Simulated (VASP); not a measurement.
Wanted: the native input for a VASP 6.6.1 run.

```yaml
Task: single point
Functional: PBE
Potentials_or_basis: VASP PAW PBE potentials, release 64 (Ag, Rh_pv)
Cutoff: 520 eV
k_mesh: 14 × 14 × 7
Occupations: fermi-dirac, width 0.05 eV
Spin: collinear spin, ferromagnetic start
Starting_moments: "[0.0, 0.32] μB"
Fixed_moment: 0.32 μB
Dipole_correction: no
Further_INCAR_settings: ALGO = Normal; EDIFF = 1e-06; NBANDS = 24
```

The structure of AgRh lies in POSCAR:

```
AgRh
1.0
    2.7775881998      0.0000000000      0.0000000000
   -1.3887940999      2.4054619423      0.0000000000
    0.0000000000      0.0000000000      4.8086020000
Ag Rh
1 1
Direct
    0.0000000000      0.0000000000      0.5000000000
    0.6666666667      0.3333333333      0.0000000000
```

These files were run (other wordings do the same):

INCAR

```
SYSTEM = AgRh
PREC = Accurate
ENCUT = 520
EDIFF = 1E-6
ISMEAR = -1
SIGMA = 0.05
LREAL = .FALSE.
LASPH = .TRUE.
NELM = 150
ALGO = Normal
ISIF = 2
LWAVE = .FALSE.
LCHARG = .FALSE.
ISPIN = 2
MAGMOM = 0 0.32
LORBIT = 11
NUPDOWN = 0.32
LMAXMIX = 4
GGA = PE
NBANDS = 24
```

KPOINTS

```
Automatic mesh
0
G
  14 14 7
  0 0 0
```

Potentials or basis: VASP PAW PBE potentials, release 64 (Ag, Rh_pv).

Command:

```bash
$ cat potpaw_PBE.64/Ag/POTCAR potpaw_PBE.64/Rh_pv/POTCAR > POTCAR
$ mpirun -np 1 vasp_std > vasp.out
```

It gave:

| Quantity | Value |
| --- | --- |
| Pressure | -2.3 GPa |
| Net moment | 0.32 μB per cell |
| Site moments | Ag +0.01; Rh +0.32 μB |
| Valence electrons inside the program's atomic spheres | Ag 9.93; Rh 13.62 |

Caveat: the total moment is fixed, so each spin has its own Fermi level.

Run time: 5 min on 1 thread of AMD EPYC 7R13, on a shared host, peak memory 0.22 GiB.
